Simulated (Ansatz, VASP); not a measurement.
Given: the input of a run of Ansatz 0.2.0 on HfC.

input.yaml

```yaml
crystal:
  lattice:
    - [0.0, 2.309395503, 2.309395503]
    - [2.309395503, 0.0, 2.309395503]
    - [2.309395503, 2.309395503, 0.0]
  atoms:
    - { symbol: Hf, position: [0.5, 0.5, 0.5], spin: 1.0 }
    - { symbol: C, position: [0.0, 0.0, 0.0] }
kpoints:
  mp_grid: { grid: [10, 10, 10] }
scf:
  occupations: { method: gaussian, width: 0.1 }
hamiltonian:
  xc: pbe
  pseudopotentials:
    kind: all_electron
    lapw: { basis_error: 0.001 }
    dirac_shells: { Hf: ["4p", "4d"] }
magnetization:
  spin_polarized: true
  initial_magnetization: 1.0
  spin_locking: { lock_magnetization: hard }
output:
  forces: true
  stress: true
  eigenvalues: true
```

Potentials or basis: all-electron LAPW, inner shells corrected to Dirac's equation.

Run with:

```bash
$ ansatz run input.yaml --threads 1 --pin off --max-ram 2560MiB --backend cpu --events-out ev --progress --plain --runs-dir out
```

Question: Translate it to VASP 6.6.1. Potentials there: VASP PAW PBE potentials, release 64 (Hf_pv, C).

Answer: As run (the cutoff follows the program's own potentials):

File INCAR:

```
ALGO     = Normal         # electronic algorithm
EDIFF    = 1E-7           # SCF threshold, eV
ENCUT    = 520            # plane-wave cutoff, eV
GGA      = PE             # functional
ISIF     = 2              # what is computed and relaxed
ISMEAR   = 0              # smearing method
ISPIN    = 2              # spin polarisation
LASPH    = T              # aspherical terms in the spheres
LCHARG   = F              # write CHGCAR
LMAXMIX  = 4              # l up to which the mixer works
LORBIT   = 11             # projections on sites
LREAL    = F              # projectors in reciprocal space
LWAVE    = F              # write WAVECAR
MAGMOM   = 1 0            # initial moments
NBANDS   = 18             # bands
NELM     = 150            # most SCF steps
NUPDOWN  = 1.0            # fixed moment
PREC     = Accurate       # precision mode
SIGMA    = 0.1            # smearing width, eV
```

File KPOINTS:

```
k-points
0
Gamma
  10 10 10
```

Contents of POSCAR:

```
HfC
1.0
    0.0000000000      2.3093955030      2.3093955030
    2.3093955030      0.0000000000      2.3093955030
    2.3093955030      2.3093955030      0.0000000000
Hf C
1 1
Direct
    0.5000000000      0.5000000000      0.5000000000
    0.0000000000      0.0000000000      0.0000000000
```

Potentials or basis: VASP PAW PBE potentials, release 64 (Hf_pv, C).

Command:

```console
$ cat potpaw_PBE.64/Hf_pv/POTCAR potpaw_PBE.64/C/POTCAR > POTCAR
$ mpirun -np 1 vasp_std > vasp.out
```

Both were run:

|  | VASP | Ansatz | Ansatz less VASP |
| --- | --- | --- | --- |
| pressure (GPa) | 9.1 | 9.7 | +0.61 |
| size of the moment on the site where the two differ most (μB) | 0.28 | 0.37 | +0.091 |

Site moments also hang on the region over which each program counts them. Ansatz ran all-electron here, and VASP with PAW potentials.

Spin-orbit coupling is off throughout.
